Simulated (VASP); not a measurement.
Set up this calculation in VASP 6.6.1, as the native input.

```
Task                   : single point
Functional             : PBE
Potentials or basis    : VASP PAW PBE potentials, release 64 (Ge_d)
Cutoff                 : 500 eV
k mesh                 : 4 × 4 × 4
Occupations            : gaussian, width 0.1 eV
Spin                   : no spin polarisation
Dipole correction      : no
Further INCAR settings : ALGO = Normal; EDIFF = 1e-06; NBANDS = 13
```

The structure of Ge lies in POSCAR:

```
Ge
1.0
    0.0000000000      2.0983605250      2.0983605250
    2.0983605250      0.0000000000      2.0983605250
    2.0983605250      2.0983605250      0.0000000000
Ge
1
Direct
    0.0000000000      0.0000000000      0.0000000000
```

These files were run (other wordings do the same):

INCAR

```
SYSTEM = Ge
  PREC = Accurate
  ENCUT = 500
  EDIFF = 1E-6
  ISMEAR = 0
  SIGMA = 0.1
  LREAL = .FALSE.
  LASPH = .TRUE.
  NELM = 120
  ALGO = Normal
  ISIF = 2
  LWAVE = .FALSE.
  LCHARG = .FALSE.
  GGA = PE
  NBANDS = 13
  GGA_COMPAT = .FALSE.
```

KPOINTS

```
regular mesh
0
G
  4 4 4
  0 0 0
```

Potentials or basis: VASP PAW PBE potentials, release 64 (Ge_d).

The run is started by

```sh
$ cat potpaw_PBE.64/Ge_d/POTCAR > POTCAR
$ mpirun -np 1 vasp_std > vasp.out
```

Results of the run:

```
Pressure               : 4.4 GPa
Band gap on the k mesh : zero (band 7 reaches 16.21 eV, above the bottom of band 8 at 4.86 eV)
```

Caveat: the k points lie up to 0.65 Å⁻¹ apart.

Run time: 4.5 s on 1 thread of Intel Xeon 8259CL, with other jobs on the host, peak memory 0.13 GiB.
